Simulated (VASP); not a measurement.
# C in VASP: a series of runs

Runs on C. Level: PBE. Tasks: single point.

Program: VASP 6.6.1. These are calculated values, not measurements. Logs are shortened: lines on timing, memory, paths and dates and some standing lists are left out, and cuts for length are marked.

## 1. The cell of the first run

The typed cell holds 4 atoms: a = 2.468 Å, b = 2.476 Å, c = 7.149 Å, α = 91.92°, β = 89.57°, γ = 120.87°.

## 2. Single point, PBE

Contents of INCAR:

```
ALGO = Normal ; EDIFF = 1E-6
ENCUT = 520 ; GGA = PE
ISIF = 2 ; ISMEAR = 0
LASPH = True ; LCHARG = False
LREAL = False ; LWAVE = False
NBANDS = 16 ; NELM = 100
PREC = Accurate ; SIGMA = 0.1
```

Contents of KPOINTS:

```
k-points
0
Gamma
  10 10 4
```

Contents of POSCAR:

```
C
1.0
    1.2159619696     -2.1479622876      0.0091232276
    1.2232502972      2.1521701653     -0.0413730204
   -0.0941886657     -0.0851463517      7.1476530721
C
4
Direct
    0.1034933285      0.9456230676      0.7488005552
    0.5908149738      0.4138432831      0.2394105085
    0.9242568809      0.0859987362      0.2421136921
    0.4285181549      0.5893271320      0.7486182121
```

Potentials or basis: VASP PAW PBE potentials, release 64 (C).

Command:

```bash
cat potpaw_PBE.64/C/POTCAR > POTCAR
mpirun -np 1 vasp_std > vasp.out
```

OUTCAR:

```text
EDIFF = 1E-6
   ENCUT = 520
   GGA = PE
   ISIF = 2
   ISMEAR = 0
   LASPH = True
   LREAL = False
   NELM = 100
   PREC = Accurate

 ion  position               nearest neighbor table
   1  0.103  0.946  0.749-   4 1.37   4 1.43   4 1.47
   2  0.591  0.414  0.239-   3 1.41   3 1.42   3 1.43
   3  0.924  0.086  0.242-   2 1.41   2 1.42   2 1.43
   4  0.429  0.589  0.749-   1 1.37   1 1.43   1 1.47

  LATTYP: Found a triclinic cell.
 ALAT       =     2.4758613525
 B/A-ratio  =     0.9852850112
 C/A-ratio  =     2.8873913788
 COS(alpha) =     0.0264129970
 COS(beta)  =     0.0335709734
 COS(gamma) =     0.4957470287

  Lattice vectors:

 A1 = (   1.2232502972,   2.1521701653,  -0.0413730204)
 A2 = (   2.4392122668,   0.0042078777,  -0.0322497928)
 A3 = (   0.0941886657,   0.0851463517,  -7.1476530721)

Analysis of symmetry for initial positions (statically):
=====================================================================
 Subroutine PRICEL returns:
 Original cell was already a primitive cell.

 Routine SETGRP: Setting up the symmetry group for a
 triclinic supercell.

 Subroutine GETGRP returns: Found  1 space group operations
 (whereof  1 operations were pure point group operations)
 out of a pool of  2 trial point group operations.

The static configuration has the point symmetry C_1 .

Analysis of symmetry for dynamics (positions and initial velocities):
=====================================================================
 Subroutine PRICEL returns:
 Original cell was already a primitive cell.

 Routine SETGRP: Setting up the symmetry group for a
 triclinic supercell.

 Subroutine GETGRP returns: Found  1 space group operations
 (whereof  1 operations were pure point group operations)
 out of a pool of  2 trial point group operations.

The dynamic configuration has the point symmetry C_1 .

 Subroutine INISYM returns: Found  1 space group operations
 (whereof  1 operations are pure point group operations),
 and found     1 'primitive' translations

----------------------------------------------------------------------------------------

                                     Primitive cell

  volume of cell :      37.4738

  direct lattice vectors                    reciprocal lattice vectors
     1.215961970 -2.147962288  0.009123228     0.410405512 -0.233215692  0.002629966
     1.223250297  2.152170165 -0.041373020     0.409676189  0.231952455  0.008161666
    -0.094188666 -0.085146352  7.147653072     0.001847504  0.001640294  0.139949948

  length of vectors
     2.468276470  2.475861353  7.148780724     0.472047837  0.470853622  0.139971754

  position of ions in fractional coordinates (direct lattice)
     0.103493329  0.945623068  0.748800555
     0.590814974  0.413843283  0.239410509
     0.924256881  0.085998736  0.242113692
     0.428518155  0.589327132  0.748618212

  ion indices of the primitive-cell ions
   primitive index   ion index
                 1           1
                 2           2
                 3           3
                 4           4

----------------------------------------------------------------------------------------

 KPOINTS: k-points

Automatic generation of k-mesh.
 Grid dimensions read from file:
 generate k-points for:   10   10    4

 Generating k-lattice:

  Cartesian coordinates                     Fractional coordinates (reciprocal lattice)
     0.041040551 -0.023321569  0.000262997     0.100000000  0.000000000  0.000000000
     0.040967619  0.023195245  0.000816167     0.000000000  0.100000000 -0.000000000
     0.000461876  0.000410074  0.034987487     0.000000000  0.000000000  0.250000000

  Length of vectors
     0.047204784  0.047085362  0.034992938

  Shift w.r.t. Gamma in fractional coordinates (k-lattice)
     0.000000000  0.000000000  0.000000000

 Subroutine IBZKPT returns following result:
 ===========================================

 Found    204 irreducible k-points:

 Following reciprocal coordinates:
            Coordinates               Weight
  0.000000  0.000000  0.000000      1.000000
  0.100000  0.000000 -0.000000      2.000000
  0.200000  0.000000 -0.000000      2.000000
  0.300000  0.000000  0.000000      2.000000
  0.400000  0.000000 -0.000000      2.000000
  0.500000  0.000000 -0.000000      1.000000
[... 16 lines left out ...]
 -0.400000  0.200000 -0.000000      2.000000
 -0.300000  0.200000  0.000000      2.000000
 [... further k-points ...]
   k-points           NKPTS =    204   k-points in BZ     NKDIM =    204   number of bands    NBANDS=     16
   number of dos      NEDOS =    301   number of ions     NIONS =      4
   total plane-waves  NPLWV =  17496
   dimension x,y,z NGX =    18 NGY =   18 NGZ =   54
   dimension x,y,z NGXF=    36 NGYF=   36 NGZF=  108
   ions per type =               4
   NGX,Y,Z   is equivalent  to a cutoff of  12.12, 12.09, 12.56 a.u.
   NGXF,Y,Z  is equivalent  to a cutoff of  24.25, 24.17, 25.12 a.u.
 SYSTEM =  unknown system
   PREC   = accura    normal or accurate (medium, high low for compatibility)
   ISTART =      0    job   : 0-new  1-cont  2-samecut
   ICHARG =      2    charge: 1-file 2-atom 10-const
   ISPIN  =      1    spin polarized calculation?
   LNONCOLLINEAR =      F non collinear calculations
   LSORBIT =      F    spin-orbit coupling
   LASPH  =      T    aspherical Exc in radial PAW
   ENCUT  =  520.0 eV  38.22 Ry    6.18 a.u.   4.59  4.60 13.29*2*pi/ulx,y,z
   NELM   =    100;   NELMIN=  2; NELMDL= -5     # of ELM steps
   EDIFF  = 0.1E-05   stopping-criterion for ELM
   LREAL  =      F    real-space projection
   EDIFFG = 0.1E-04   stopping-criterion for IOM
   NSW    =      0    number of steps for IOM
   IBRION =     -1    ionic relax: 0-MD 1-quasi-New 2-CG
   NFREE  =      0    steps in history (QN), initial steepest desc. (CG)
   ISIF   =      2    stress and relaxation
   ISYM   =      2    0-nonsym 1-usesym 2-fastsym
   POTIM  = 0.5000    time-step for ionic-motion
   TEBEG  =    0.0;   TEEND  =   0.0 temperature during run
   PSTRESS=    0.0 pullay stress
   NELECT =      16.0000    total number of electrons
   NUPDOWN=      -1.0000    fix difference up-down
   EMIN   =  10.00;   EMAX   =-10.00  energy-range for DOS
   EFERMI =   0.00;   METHOD = LEGACY
   ISMEAR =     0;   SIGMA  =   0.10  broadening in eV -4-tet -1-fermi 0-gaus
   EFERMI_NEDOS =   21; number of points for ismear=-14 and -15
   IALGO  =     38    algorithm
   IMIX   =      4    mixing-type and parameters
     AMIX     =   0.40;   BMIX     =  1.00
     AMIX_MAG =   1.60;   BMIX_MAG =  1.00
  volume/ion in A,a.u.               =       9.37        63.22
  Fermi-wavevector in a.u.,A,eV,Ry     =   1.232742  2.329545 20.676147  1.519654
  Thomas-Fermi vector in A             =   2.367500
   LORBIT       =      0    0 simple, 1 ext, 2 COOP (PROOUT), +10 PAW based schemes
   GGA     = PE    functional components
   LHFCALC =     F    Hartree Fock is set to
   AEXX    =    0.0000 exact exchange contribution
   IVDW    =     0    specifies the selected vdW correction
   LEPSILON=     F    determine dielectric tensor
   LRPA    =     F    only Hartree local field effects (RPA)
 non-spin polarized calculation
 Gauss-broadening in eV      SIGMA  =   0.10
  energy-cutoff  :      520.00
  volume of cell :       37.47
 maximum number of plane-waves:      1027
   NGX =  9   NGY =  9   NGZ = 27

 number of electron      15.9999999 magnetization

 Free energy of the ion-electron system (eV)
  ---------------------------------------------------
  ext. energy  EPLUGINS =         0.00000000
  ---------------------------------------------------
  free energy    TOTEN  =       -36.78487176 eV

  energy without entropy =      -36.78487176  energy(sigma->0) =      -36.78487176

 E-fermi :   4.0265     XC(G=0):  -9.8969

 val. band max:        3.6136555014   @ k =   0.3000   0.3000  -0.0000
 cond. band min:       4.6399500519   @ k =   0.3000   0.3000  -0.0000
 fundamental gap:      1.0262945505
 Fermi energy:         4.0264717840

 k-point     1 :       0.0000    0.0000    0.0000
  band No.  band energies     occupation
      1     -15.4695      2.00000
      2     -15.2869      2.00000
      3      -4.1400      2.00000
      4      -2.7246      2.00000
      5       0.4531      2.00000
      6       0.9300      2.00000
[... 8 lines left out ...]
     15      15.6542      0.00000
     16      15.7366      0.00000

 k-point     2 :       0.1000    0.0000   -0.0000
  band No.  band energies     occupation
      1     -15.2281      2.00000
      2     -15.0484      2.00000
      3      -3.8477      2.00000
      4      -2.4474      2.00000
      5      -0.1625      2.00000
      6       0.2001      2.00000
[... 8 lines left out ...]
     15      14.8302      0.00000
     16      14.9816      0.00000

 k-point     3 :       0.2000    0.0000   -0.0000
  band No.  band energies     occupation
      1     -14.5078      2.00000
      2     -14.3367      2.00000
      3      -2.9810      2.00000
      4      -1.9597      2.00000
      5      -1.8847      2.00000
      6      -1.6286      2.00000
[... 8 lines left out ...]
     15      15.9804      0.00000
     16      16.5596      0.00000

 k-point     4 :       0.3000    0.0000    0.0000
  band No.  band energies     occupation
      1     -13.3219      2.00000
      2     -13.1647      2.00000
      3      -4.5273      2.00000
      4      -4.4540      2.00000
      5      -1.5788      2.00000
      6      -1.4750      2.00000
[... 8 lines left out ...]
     15      19.2132      0.00000
     16      19.5598      0.00000
[... 324 lines left out ...]
 k-point    22 :       0.5000    0.2000   -0.0000
  band No.  band energies     occupation
      1     -11.1039      2.00000
      2     -10.9718      2.00000
      3      -6.6983      2.00000
      4      -6.4864      2.00000
      5      -4.6410      2.00000
      6      -4.4261      2.00000
[... 8 lines left out ...]
     15      17.5445      0.00000
     16      17.6578      0.00000

 k-point    23 :      -0.4000    0.2000   -0.0000
  band No.  band energies     occupation
      1     -12.6748      2.00000
      2     -12.5242      2.00000
      3      -4.8362      2.00000
      4      -4.3266      2.00000
      5      -3.7365      2.00000
      6      -3.1852      2.00000
[... 8 lines left out ...]
     15      16.3238      0.00000
     16      17.2929      0.00000

 k-point    24 :      -0.3000    0.2000    0.0000
  band No.  band energies     occupation
      1     -13.8337      2.00000
      2     -13.6701      2.00000
      3      -3.4760      2.00000
      4      -3.1011      2.00000
      5      -2.1948      2.00000
      6      -1.7222      2.00000
[... 8 lines left out ...]
     15      16.2037      0.00000
     16      17.1396      0.00000

 [... further k-points ...]

------------------------ aborting loop because EDIFF is reached ----------------------------------------

  FORCE on cell =-STRESS in cart. coord.  units (eV):
  Direction    XX          YY          ZZ          XY          YZ          ZX
  --------------------------------------------------------------------------------------
  -------------------------------------------------------------------------------------
  Total        3.0273771     -1.1244883      0.4293396      0.0865394     -0.0012253     -0.0214311
  in kB      129.4343911    -48.0770836     18.3562568      3.6999605     -0.0523877     -0.9162806
  external PRESSURE =      33.2378548 kB  Pullay stress =       0.0000000 kB

 VOLUME and BASIS-vectors are now :
 -----------------------------------------------------------------------------
  energy-cutoff  :      520.00
  volume of cell :       37.47
      direct lattice vectors                 reciprocal lattice vectors
     1.215961970 -2.147962288  0.009123228     0.410405512 -0.233215692  0.002629966
     1.223250297  2.152170165 -0.041373020     0.409676189  0.231952455  0.008161666
    -0.094188666 -0.085146352  7.147653072     0.001847504  0.001640294  0.139949948

 POSITION                                       TOTAL-FORCE (eV/Angst)
 -----------------------------------------------------------------------------------
      1.21205      1.74908      5.31399        -2.247800     -1.942863      0.018388
      1.20209     -0.39877      1.69949         0.406549      0.385581      0.326598
      1.20625     -1.82080      1.73542        -0.402990     -0.386527     -0.300359
      1.17145      0.28415      5.33039         2.244241      1.943809     -0.044628
 -----------------------------------------------------------------------------------
    total drift:                                0.000219     -0.000158     -0.000046

  FREE ENERGIE OF THE ION-ELECTRON SYSTEM (eV)
  ---------------------------------------------------
  free  energy   TOTEN  =       -36.7848717567 eV

  energy  without entropy=      -36.7848717567  energy(sigma->0) =      -36.78487176
```

It took 38 s on 1 thread of Intel Xeon 6975P-C (Granite Rapids), shared host; peak memory 0.2 GiB.

What came out:

```yaml
Free_energy: -36.7849 eV
Pressure: 3.3 GPa
Largest_force: 2.971 eV/Å
```

Forces in eV/Å, atoms in the order of the input:
```
C   -2.248 -1.943  0.018
C    0.407  0.386  0.327
C   -0.403 -0.387 -0.300
C    2.244  1.944 -0.045
```

Stress tensor (GPa, compression positive):
```
12.94  0.37 -0.09
 0.37 -4.81 -0.01
-0.09 -0.01  1.84
```

Caveat: the stress differs along the axes, from -5 to 13 GPa; this functional lacks dispersion, which binds layers or chains, so the pressure and a relaxed spacing across them are unreliable; forces of over 1 eV/Å act on the atoms, so gaps and moduli don't describe the material at rest.

[end of part 1 of 2]
